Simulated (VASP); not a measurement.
Wanted: the native input for a VASP 6.6.1 run.

```
Task                   : single point
Functional             : r2SCAN
Potentials or basis    : VASP PAW PBE potentials, release 64 (Ta_pv, N)
Cutoff                 : 660 eV
k mesh                 : 6 × 6 × 6
Occupations            : gaussian, width 0.1 eV
Spin                   : no spin polarisation
Dipole correction      : no
Further INCAR settings : ALGO = Normal; EDIFF = 1e-06; NBANDS = 20
```

The system is Ta2N.

```
Ta N
1.0
     1.57304    0.90820    4.75099
    -1.57304    0.90820    4.75099
     0.00000   -1.81639    4.75099
Ta N
2 1
Direct
  0.75000 0.75000 0.75000
  0.25000 0.25000 0.25000
  0.00000 0.00000 0.00000
```

These files were run (other wordings do the same):

POSCAR

```
Ta2N
1.0
    1.5730432106      0.9081969211      4.7509929007
   -1.5730432106      0.9081969211      4.7509929007
    0.0000000000     -1.8163938421      4.7509929007
Ta N
2 1
Direct
    0.7500000000      0.7500000000      0.7500000000
    0.2500000000      0.2500000000      0.2500000000
    0.0000000000      0.0000000000      0.0000000000
```

INCAR.step1

```
PREC = Accurate
ENCUT = 660
ISMEAR = 0
SIGMA = 0.1
LREAL = F
LASPH = T
NELM = 120
NBANDS = 20
GGA = PE
ALGO = Normal
EDIFF = 1E-5
LWAVE = T
LCHARG = F
GGA_COMPAT = F
```

INCAR.step2

```
PREC = Accurate
ENCUT = 660
EDIFF = 1E-6
ISMEAR = 0
SIGMA = 0.1
LREAL = F
LASPH = T
NELM = 120
ALGO = Normal
ISIF = 2
LWAVE = F
LCHARG = T
METAGGA = R2SCAN
LMIXTAU = T
LELF = T
LVHAR = T
NBANDS = 20
ISTART = 1
GGA_COMPAT = F
```

KPOINTS

```
regular mesh
0
Gamma
  6 6 6
```

Potentials or basis: VASP PAW PBE potentials, release 64 (Ta_pv, N).

Launch:

```bash
$ cat potpaw_PBE.64/Ta_pv/POTCAR potpaw_PBE.64/N/POTCAR > POTCAR
$ cp INCAR.step1 INCAR
$ mpirun -np 1 vasp_std > vasp.out
$ cp INCAR.step2 INCAR
$ mpirun -np 1 vasp_std > vasp.out
```

Results of the run:

| Property | Result |
| --- | --- |
| Pressure | -1.3 GPa |
| Largest force | 0.121 eV/Å |
| Band gap on the k mesh | zero (an odd number of electrons rules out a gap without spin polarisation) |

Caveat: the k points lie up to 0.39 Å⁻¹ apart, too coarse for converged energies and pressures of a metal; the PAW data sets were made with another functional, which shifts forces and pressure a little; spin-orbit coupling is left out, which moves the levels of the heavy elements.

It took 8.7 min on 1 thread of Oxide Virtual Turin-like Processor, on a shared host, peak memory 0.35 GiB.
